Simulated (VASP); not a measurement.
B3C: single point with PBE

The system is B3C.

```
CELL_PARAMETERS angstrom
2.91383 0.00000 0.00000
0.00000 2.91383 0.00000
0.00000 0.00000 2.91383
ATOMIC_POSITIONS crystal
B 0.00000 0.50000 0.50000
B 0.50000 0.00000 0.50000
B 0.50000 0.50000 0.00000
C 0.00000 0.00000 0.00000
```

```
Program                : VASP 6.6.1
Task                   : single point
Functional             : PBE
Potentials or basis    : VASP PAW PBE potentials, release 64 (B, C)
Cutoff                 : 600 eV
k mesh                 : 6 × 6 × 6
Occupations            : gaussian, width 0.2 eV
Spin                   : no spin polarisation
Dipole correction      : no
Further INCAR settings : ALGO = Normal; EDIFF = 1e-06; NBANDS = 14
```

* Pressure: -0.9 GPa

Levels at points of the mesh, in eV from the Fermi level:
| k point | band 4 | band 5 | band 6 | band 7 | band 8 | band 9 | band 10 | band 11 |
| --- | --- | --- | --- | --- | --- | --- | --- | --- |
| (0.00, 0.00, 0.00) | -7.51 | -4.34 | -0.29 | -0.29 | 3.61 | 3.61 | 3.61 | 5.88 |
| (0.50, 0.00, 0.00) | -4.22 | -2.77 | -2.77 | -0.95 | -0.53 | 0.37 | 3.91 | 7.19 |
| (0.50, 0.50, 0.00) | -11.47 | -1.63 | 1.19 | 1.22 | 1.24 | 1.24 | 3.96 | 3.96 |
| (0.50, 0.50, 0.50) | -10.18 | -9.52 | -5.55 | -5.55 | -5.55 | 8.59 | 8.59 | 8.59 |

It took 7.2 s on 1 thread of AMD EPYC 9R45 (Zen 5), on a shared host, peak memory 0.1 GiB.
